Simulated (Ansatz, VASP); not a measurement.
**Two plane-wave programs on Cr**

```
Cr
1.0
     0.00000    1.78905    1.78905
     1.78905    0.00000    1.78905
     1.78905    1.78905    0.00000
Cr
1
Direct
  0.00000 0.00000 0.00000
```

Alike in both runs: functional PBEsol; k mesh 10 × 10 × 10; occupations gaussian, width 0.1 eV; no spin polarisation.

Ansatz relaxed the structure, and its values are those at the end. VASP's run is a single point on that final structure, the one shown.

|  | VASP | Ansatz |
| --- | --- | --- |
| version | VASP 6.6.1 | Ansatz 0.2.0 |
| potentials or method | VASP PAW PBE potentials, release 64 (Cr_pv), cutoff 500 eV | scalar-relativistic, plane waves, PAW |
| valence electrons in the cell | 12 | 14 |

Ansatz gave:

| Quantity | Value |
| --- | --- |
| gap on the k mesh at the Fermi level (eV) | none |
| pressure (GPa) | 0.1 |

Task: What did VASP give for the same quantities?

Result: gap on the k mesh at the Fermi level (eV): none; pressure (GPa): -0.6.

VASP's potentials were made for PBE, not for PBEsol. A gap of «none» marks a metal or a gap that the smearing closes. VASP's potentials hold 12 valence electrons a cell and Ansatz's 14, so a difference there can come from the potentials and not from the codes.
